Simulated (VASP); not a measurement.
# CsI (Pm-3m) in VASP: a series of runs

Aim: see how the results for CsI move with the level of theory and the settings. Levels: PBE, r2SCAN. Tasks: single point.

Everything below comes from runs of VASP 6.6.1. Logs are shortened: lines on timing, memory, paths and dates and some standing lists are left out, and cuts for length are marked.

## Step 1: The cell of the first run

It takes space group Pm-3m (No. 221, cubic). The conventional cell has a = 4.608 Å, b = 4.608 Å, c = 4.608 Å, α = 90.00°, β = 90.00°, γ = 90.00°. Within 5.2 Å of Cs (site symmetry m-3m) lie 8 I at 3.99 Å and 6 Cs at 4.61 Å. I (site symmetry m-3m) has 8 Cs at 3.99 Å and 6 I at 4.61 Å within 5.2 Å.

## Step 2: Single point, PBE

INCAR reads:

```
SYSTEM = CsI
PREC = Accurate ; ENCUT = 500
EDIFF = 1E-6 ; ISMEAR = 0
SIGMA = 0.01 ; LREAL = .False.
LASPH = .True. ; NELM = 120
ALGO = Normal ; ISIF = 2
LWAVE = .False. ; LCHARG = .True.
GGA = PE ; LELF = .True.
LVHAR = .True. ; NBANDS = 15
GGA_COMPAT = .False.
```

KPOINTS reads:

```
regular mesh
0
Gamma
  4 4 4
  0 0 0
```

POSCAR reads:

```
CsI
1.0
    4.6080833777      0.0000000000      0.0000000000
    0.0000000000      4.6080833777      0.0000000000
    0.0000000000      0.0000000000      4.6080833777
Cs I
1 1
Direct
    0.0000000000      0.0000000000      0.0000000000
    0.5000000000      0.5000000000      0.5000000000
```

Potentials or basis: VASP PAW PBE potentials, release 64 (Cs_sv, I).

The run is started by

```bash
> cat potpaw_PBE.64/Cs_sv/POTCAR potpaw_PBE.64/I/POTCAR > POTCAR
> mpirun -np 1 vasp_std > vasp.out
```

OUTCAR:

```text
SYSTEM = CsI
   PREC = Accurate
   ENCUT = 500
   EDIFF = 1E-6
   ISMEAR = 0
   LREAL = .False.
   LASPH = .True.
   NELM = 120
   ISIF = 2
   GGA = PE

 ion  position               nearest neighbor table
   1  0.000  0.000  0.000-
   2  0.500  0.500  0.500-

  LATTYP: Found a simple cubic cell.
 ALAT       =     4.6080833777

  Lattice vectors:

 A1 = (   4.6080833777,   0.0000000000,   0.0000000000)
 A2 = (   0.0000000000,   4.6080833777,   0.0000000000)
 A3 = (   0.0000000000,   0.0000000000,   4.6080833777)

Analysis of symmetry for initial positions (statically):
=====================================================================
 Subroutine PRICEL returns:
 Original cell was already a primitive cell.

 Routine SETGRP: Setting up the symmetry group for a
 simple cubic supercell.

 Subroutine GETGRP returns: Found 48 space group operations
 (whereof 48 operations were pure point group operations)
 out of a pool of 48 trial point group operations.

The static configuration has the point symmetry O_h .

Analysis of symmetry for dynamics (positions and initial velocities):
=====================================================================
 Subroutine PRICEL returns:
 Original cell was already a primitive cell.

 Routine SETGRP: Setting up the symmetry group for a
 simple cubic supercell.

 Subroutine GETGRP returns: Found 48 space group operations
 (whereof 48 operations were pure point group operations)
 out of a pool of 48 trial point group operations.

The dynamic configuration has the point symmetry O_h .

 Subroutine INISYM returns: Found 48 space group operations
 (whereof 48 operations are pure point group operations),
 and found     1 'primitive' translations

----------------------------------------------------------------------------------------

                                     Primitive cell

  volume of cell :      97.8500

  direct lattice vectors                    reciprocal lattice vectors
     4.608083378  0.000000000  0.000000000     0.217009962  0.000000000  0.000000000
     0.000000000  4.608083378  0.000000000     0.000000000  0.217009962  0.000000000
     0.000000000  0.000000000  4.608083378     0.000000000  0.000000000  0.217009962

  length of vectors
     4.608083378  4.608083378  4.608083378     0.217009962  0.217009962  0.217009962

  position of ions in fractional coordinates (direct lattice)
     0.000000000  0.000000000  0.000000000
     0.500000000  0.500000000  0.500000000

[... 70 lines left out ...]
   TEBEG  =    0.0;   TEEND  =   0.0 temperature during run
   PSTRESS=    0.0 pullay stress
   NELECT =      16.0000    total number of electrons
   NUPDOWN=      -1.0000    fix difference up-down
   EMIN   =  10.00;   EMAX   =-10.00  energy-range for DOS
   EFERMI =   0.00;   METHOD = LEGACY
   ISMEAR =     0;   SIGMA  =   0.01  broadening in eV -4-tet -1-fermi 0-gaus
   EFERMI_NEDOS =   21; number of points for ismear=-14 and -15
   IALGO  =     38    algorithm
   IMIX   =      4    mixing-type and parameters
     AMIX     =   0.40;   BMIX     =  1.00
     AMIX_MAG =   1.60;   BMIX_MAG =  1.00
  volume/ion in A,a.u.               =      48.93       330.16
  Fermi-wavevector in a.u.,A,eV,Ry     =   0.895216  1.691713 10.903868  0.801412
  Thomas-Fermi vector in A             =   2.017520
   LORBIT       =      0    0 simple, 1 ext, 2 COOP (PROOUT), +10 PAW based schemes
   GGA     = PE    functional components
   LHFCALC =     F    Hartree Fock is set to
   AEXX    =    0.0000 exact exchange contribution
   IVDW    =     0    specifies the selected vdW correction
   LEPSILON=     F    determine dielectric tensor
   LRPA    =     F    only Hartree local field effects (RPA)
 non-spin polarized calculation
 Gauss-broadening in eV      SIGMA  =   0.01
  energy-cutoff  :      500.00
  volume of cell :       97.85
 maximum number of plane-waves:      2517
 NGX is ok and might be reduce to    36
   NGX = 17   NGY = 17   NGZ = 17

 number of electron      16.0000002 magnetization

 Free energy of the ion-electron system (eV)
  ---------------------------------------------------
  ext. energy  EPLUGINS =         0.00000000
  ---------------------------------------------------
  free energy    TOTEN  =        -5.43499772 eV

  energy without entropy =       -5.43499772  energy(sigma->0) =       -5.43499772

 E-fermi :   0.7623     XC(G=0):  -7.6524

 val. band max:        0.6577717716   @ k =   0.5000   0.5000   0.0000
 cond. band min:       4.4452724674   @ k =   0.0000   0.0000   0.0000
 fundamental gap:      3.7875006958
 Fermi energy:         0.7622509940

 k-point     1 :       0.0000    0.0000    0.0000
  band No.  band energies     occupation
      1     -19.7715      2.00000
      2      -9.9580      2.00000
      3      -6.4754      2.00000
      4      -6.4754      2.00000
      5      -6.4754      2.00000
      6       0.5651      2.00000
      7       0.5651      2.00000
      8       0.5651      2.00000
      9       4.4453      0.00000
     10       4.8755      0.00000
     11       4.8755      0.00000
     12       8.3571      0.00000
     13       8.3571      0.00000
     14       8.3571      0.00000
[... 149 lines left out ...]
      2      -9.7034      2.00000
      3      -6.7086      2.00000
      4      -6.7086      2.00000
      5      -6.7086      2.00000
      6      -0.5860      2.00000
      7      -0.5860      2.00000
      8      -0.5860      2.00000
      9       7.7450      0.00000
     10       7.7450      0.00000
     11       7.7450      0.00000
     12       8.3908      0.00000
     13       8.3908      0.00000
     14       8.3908      0.00000
     15      10.3074      0.00000

------------------------ aborting loop because EDIFF is reached ----------------------------------------

  FORCE on cell =-STRESS in cart. coord.  units (eV):
  Direction    XX          YY          ZZ          XY          YZ          ZX
  --------------------------------------------------------------------------------------
  -------------------------------------------------------------------------------------
  Total        0.2770524      0.2770524      0.2770524      0.0000000      0.0000000     -0.0000000
  in kB        4.5364020      4.5364020      4.5364020      0.0000000      0.0000000     -0.0000000
  external PRESSURE =       4.5364020 kB  Pullay stress =       0.0000000 kB

 VOLUME and BASIS-vectors are now :
 -----------------------------------------------------------------------------
  energy-cutoff  :      500.00
  volume of cell :       97.85
      direct lattice vectors                 reciprocal lattice vectors
     4.608083378  0.000000000  0.000000000     0.217009962  0.000000000  0.000000000
     0.000000000  4.608083378  0.000000000     0.000000000  0.217009962  0.000000000
     0.000000000  0.000000000  4.608083378     0.000000000  0.000000000  0.217009962

 POSITION                                       TOTAL-FORCE (eV/Angst)
 -----------------------------------------------------------------------------------
      0.00000      0.00000      0.00000         0.000000      0.000000      0.000000
      2.30404      2.30404      2.30404         0.000000      0.000000      0.000000
 -----------------------------------------------------------------------------------
    total drift:                               -0.000000      0.000000      0.000000

  FREE ENERGIE OF THE ION-ELECTRON SYSTEM (eV)
  ---------------------------------------------------
  free  energy   TOTEN  =        -5.4349977223 eV

  energy  without entropy=       -5.4349977223  energy(sigma->0) =       -5.43499772
```

OSZICAR:

```text
N       E                     dE             d eps       ncg     rms          rms(c)
DAV:   1     0.824111371884E+02    0.82411E+02   -0.58075E+03   300   0.835E+02
DAV:   2     0.179728881686E+01   -0.80614E+02   -0.72914E+02   406   0.142E+02
DAV:   3    -0.547584957432E+01   -0.72731E+01   -0.72461E+01   384   0.456E+01
DAV:   4    -0.557952670253E+01   -0.10368E+00   -0.10367E+00   409   0.650E+00
DAV:   5    -0.558086165787E+01   -0.13350E-02   -0.13349E-02   405   0.727E-01    0.158E+00
DAV:   6    -0.545671449573E+01    0.12415E+00   -0.98115E-02   370   0.154E+00    0.110E+00
DAV:   7    -0.543108060687E+01    0.25634E-01   -0.10119E-01   377   0.153E+00    0.617E-01
DAV:   8    -0.543523936155E+01   -0.41588E-02   -0.13323E-02   321   0.620E-01    0.133E-01
DAV:   9    -0.543491054480E+01    0.32882E-03   -0.55811E-04   384   0.122E-01    0.571E-02
DAV:  10    -0.543500169857E+01   -0.91154E-04   -0.30170E-04   314   0.920E-02    0.351E-02
DAV:  11    -0.543499685239E+01    0.48462E-05   -0.98287E-06   384   0.156E-02    0.168E-02
DAV:  12    -0.543499831756E+01   -0.14652E-05   -0.20187E-06   340   0.968E-03    0.744E-03
DAV:  13    -0.543499772233E+01    0.59523E-06   -0.13449E-06   291   0.616E-03
   1 F= -.54349977E+01 E0= -.54349977E+01  d E =-.103557E-50
```

Run time: 8 s. Hardware: 1 thread of Intel Xeon 6975P-C (Granite Rapids), shared host; peak memory 0.2 GiB.

Results:

```yaml
Free_energy: -5.4350 eV
Pressure: 0.5 GPa
Band_gap_on_the_k_mesh: 3.79 eV (least direct gap 3.88 eV)
```

Levels at points of the mesh, in eV from the valence-band top:
```tsv
k point	band 6	band 7	band 8	band 9	band 10	band 11
(0.00, 0.00, 0.00)	-0.09	-0.09	-0.09	3.79	4.22	4.22
(0.50, 0.00, 0.00)	-1.50	-0.23	-0.23	5.20	6.37	6.61
(0.50, 0.50, 0.00)	-0.84	-0.84	0.00	4.24	4.91	6.09
(0.50, 0.50, 0.50)	-1.24	-1.24	-1.24	7.09	7.09	7.09
```

Caveat: spin-orbit coupling is left out, which moves the levels of the heavy elements.

## Step 3: Single point, r2SCAN

POSCAR is that of step 2.

INCAR.step1 reads:

```
ALGO     = Normal         # electronic algorithm
EDIFF    = 1E-5           # SCF threshold, eV
ENCUT    = 550            # plane-wave cutoff, eV
GGA      = PE             # functional
GGA_COMPAT= False        
ISMEAR   = 0              # smearing method
LASPH    = True           # aspherical terms in the spheres
LCHARG   = False          # write CHGCAR
LREAL    = False          # projectors in reciprocal space
LWAVE    = True           # write WAVECAR
NBANDS   = 15             # bands
NELM     = 120            # most SCF steps
PREC     = Accurate       # precision mode
SIGMA    = 0.01           # smearing width, eV
```

INCAR.step2 reads:

```
ALGO     = Normal         # electronic algorithm
EDIFF    = 1E-6           # SCF threshold, eV
ENCUT    = 550            # plane-wave cutoff, eV
GGA_COMPAT= False        
ISIF     = 2              # what is computed and relaxed
ISMEAR   = 0              # smearing method
ISTART   = 1            
LASPH    = True           # aspherical terms in the spheres
LCHARG   = False          # write CHGCAR
LMIXTAU  = True         
LREAL    = False          # projectors in reciprocal space
LWAVE    = False          # write WAVECAR
METAGGA  = R2SCAN         # meta-GGA
NBANDS   = 15             # bands
NELM     = 120            # most SCF steps
PREC     = Accurate       # precision mode
SIGMA    = 0.01           # smearing width, eV
```

KPOINTS reads:

```
k-points
0
Gamma
  4 4 4
```

Potentials or basis: VASP PAW PBE potentials, release 64 (Cs_sv, I).

The run is started by

```bash
> cat potpaw_PBE.64/Cs_sv/POTCAR potpaw_PBE.64/I/POTCAR > POTCAR
> cp INCAR.step1 INCAR
> mpirun -np 1 vasp_std > vasp.out
> cp INCAR.step2 INCAR
> mpirun -np 1 vasp_std > vasp.out
```

Wall time 33 s (1 thread of Intel Xeon 6975P-C (Granite Rapids), shared host); peak memory 0.22 GiB.

It converged, with:

```
Free energy            : -53.1239 eV
Pressure               : 0.1 GPa
Band gap on the k mesh : 4.50 eV (least direct gap 4.59 eV)
```

Levels at points of the mesh, in eV from the valence-band top:
```
           k point  band 5  band 6  band 7  band 8  band 9  band 10  band 11  band 12
(0.00, 0.00, 0.00)   -7.33   -0.09   -0.09   -0.09    4.50     4.65     4.65     8.34
(0.50, 0.00, 0.00)   -7.27   -1.49   -0.22   -0.22    5.66     7.03     7.22     7.36
(0.50, 0.50, 0.00)   -7.24   -0.86   -0.86    0.00    4.76     5.50     6.66     6.66
(0.50, 0.50, 0.50)   -7.56   -1.25   -1.25   -1.25    7.66     7.66     7.66     8.40
```

Caveat: the PAW data sets were made with another functional, which shifts forces and pressure a little; spin-orbit coupling is left out, which moves the levels of the heavy elements.

## Step 4: Single point, PBE, non-collinear spin, zero start, spin-orbit coupling

INCAR reads:

```
PREC = Accurate
ENCUT = 500
EDIFF = 1E-6
ISMEAR = 0
SIGMA = 0.01
LREAL = F
LASPH = T
NELM = 200
ALGO = Normal
ISIF = 2
LWAVE = F
LCHARG = T
MAGMOM = 0 0 0 0 0 0
LORBIT = 11
LSORBIT = T
GGA_COMPAT = F
LORBMOM = T
GGA = PE
LVHAR = T
NBANDS = 28
```

KPOINTS reads:

```
Automatic mesh
0
Gamma
  4 4 4
```

POSCAR is that of step 3.

Potentials or basis: VASP PAW PBE potentials, release 64 (Cs_sv, I).

The run is started by

```bash
> cat potpaw_PBE.64/Cs_sv/POTCAR potpaw_PBE.64/I/POTCAR > POTCAR
> mpirun -np 1 vasp_ncl > vasp.out
```

OUTCAR:

```text
PREC = Accurate
   ENCUT = 500
   EDIFF = 1E-6
   ISMEAR = 0
   LREAL = F
   LASPH = T
   NELM = 200
   ISIF = 2
   LORBIT = 11
   LSORBIT = T
   GGA = PE

 ion  position               nearest neighbor table
   1  0.000  0.000  0.000-
   2  0.500  0.500  0.500-

  LATTYP: Found a simple cubic cell.
 ALAT       =     4.6080833777

  Lattice vectors:

 A1 = (   4.6080833777,   0.0000000000,   0.0000000000)
 A2 = (   0.0000000000,   4.6080833777,   0.0000000000)
 A3 = (   0.0000000000,   0.0000000000,   4.6080833777)

Analysis of symmetry for initial positions (statically):
=====================================================================
 Subroutine PRICEL returns:
 Original cell was already a primitive cell.

 Routine SETGRP: Setting up the symmetry group for a
 simple cubic supercell.

 Subroutine GETGRP returns: Found 48 space group operations
 (whereof 48 operations were pure point group operations)
 out of a pool of 48 trial point group operations.

The static configuration has the point symmetry O_h .
[... 555 lines left out ...]
     0.0000000     0.0000000     0.0000000     0.0000000     0.0000000     0.0000000     0.0000000
     0.0000000     0.0000000     0.0000000     0.0000000     0.0000000     0.0000000     0.0000000
     0.0000000     0.0000000     0.0000000     0.0000000     0.0000000     0.0000000     0.0000000
     0.0000000     0.0000000     0.0000000     0.0000000     0.0000000     0.0000000     0.0000000
     0.0000000     0.0000000     0.0000000     0.0000000     0.0000000     0.0000000     0.0000000
     0.0000000     0.0000000     0.0000000     0.0000000     0.0000000     0.0000000     0.0000000

 Ion:    2  E_soc:     -0.2520420
 l=   1
     0.0000000    -0.0420007    -0.0420007
    -0.0420007     0.0000000    -0.0420007
    -0.0420007    -0.0420007     0.0000000
 l=   2
     0.0000000    -0.0000009     0.0000000    -0.0000009    -0.0000055
    -0.0000009     0.0000000    -0.0000041    -0.0000009    -0.0000014
     0.0000000    -0.0000041     0.0000000    -0.0000041     0.0000000
    -0.0000009    -0.0000009    -0.0000041     0.0000000    -0.0000014
    -0.0000055    -0.0000014     0.0000000    -0.0000014     0.0000000
 l=   3
     0.0000000     0.0000000     0.0000000     0.0000000     0.0000000     0.0000000     0.0000000
     0.0000000     0.0000000     0.0000000     0.0000000     0.0000000     0.0000000     0.0000000
     0.0000000     0.0000000     0.0000000     0.0000000     0.0000000     0.0000000     0.0000000
     0.0000000     0.0000000     0.0000000     0.0000000     0.0000000     0.0000000     0.0000000
     0.0000000     0.0000000     0.0000000     0.0000000     0.0000000     0.0000000     0.0000000
     0.0000000     0.0000000     0.0000000     0.0000000     0.0000000     0.0000000     0.0000000
     0.0000000     0.0000000     0.0000000     0.0000000     0.0000000     0.0000000     0.0000000

 total charge

# of ion       s       p       d       tot
------------------------------------------
    1        1.836   4.703   0.027   6.566
    2        1.495   2.836   0.002   4.333
--------------------------------------------------
tot          3.331   7.539   0.029  10.899

 magnetization (x)

# of ion       s       p       d       tot
------------------------------------------
    1       -0.000  -0.000   0.000  -0.000
    2        0.000  -0.000   0.000  -0.000
--------------------------------------------------
tot         -0.000  -0.000   0.000  -0.000

 magnetization (y)

# of ion       s       p       d       tot
------------------------------------------
    1        0.000  -0.000   0.000  -0.000
    2       -0.000  -0.000   0.000  -0.000
--------------------------------------------------
tot         -0.000  -0.000   0.000  -0.000

 magnetization (z)

# of ion       s       p       d       tot
------------------------------------------
    1       -0.000  -0.000   0.000  -0.000
    2       -0.000  -0.000   0.000  -0.000
--------------------------------------------------
tot         -0.000  -0.000   0.000  -0.000
```

stdout:

```text
POSCAR found type information on POSCAR CsI
 POSCAR found :  2 types and       2 ions
 scaLAPACK will be used
 LDA part: xc-table for (Slater+PW92), standard interpolation
 POSCAR, INCAR and KPOINTS ok, starting setup
 FFT: planning ... GRIDC
 FFT: planning ... GRID_SOFT
 FFT: planning ... GRID
 WAVECAR not read
 entering main loop
```

It took 36 s on 1 thread of Intel Xeon 6975P-C (Granite Rapids), shared host; peak memory 0.39 GiB.

What came out:

```yaml
Free_energy: -5.7228 eV
Pressure: 0.5 GPa
Net_moment: 0.00 μB per cell
Valence_electrons_inside_the_program's_atomic_spheres: Cs 6.57; I 4.33
```

Moments on the atoms (μB; x, y, z):
```
Cs  0.00 0.00 0.00
I   0.00 0.00 0.00
```

## Step 5: Summary

| level | spin | cutoff (eV) | gap on the mesh (eV) | pressure (GPa) |
| --- | --- | --- | --- | --- |
| PBE | off | 500 | 3.79 | 0.5 |
| r2SCAN | off | 550 | 4.50 | 0.1 |
| PBE | non-collinear, zero start, SOC | 500 | - | 0.5 |

Alike in all rows: task single point; potentials or basis VASP PAW PBE potentials, release 64 (Cs_sv, I); cell as given; k mesh 4 × 4 × 4; smearing gaussian 0.01 eV.

The pressure there spans 0.1 GPa (r2SCAN) to 0.5 GPa (PBE); a positive pressure means that this level wants a larger cell, a negative one a smaller.

Caveats: spin-orbit coupling is left out, which moves the levels of the heavy elements (at least some runs); the PAW data sets were made with another functional, which shifts forces and pressure a little (at least some runs).

Total energies depend on the potentials used, so only differences within one code and one set of settings carry meaning.
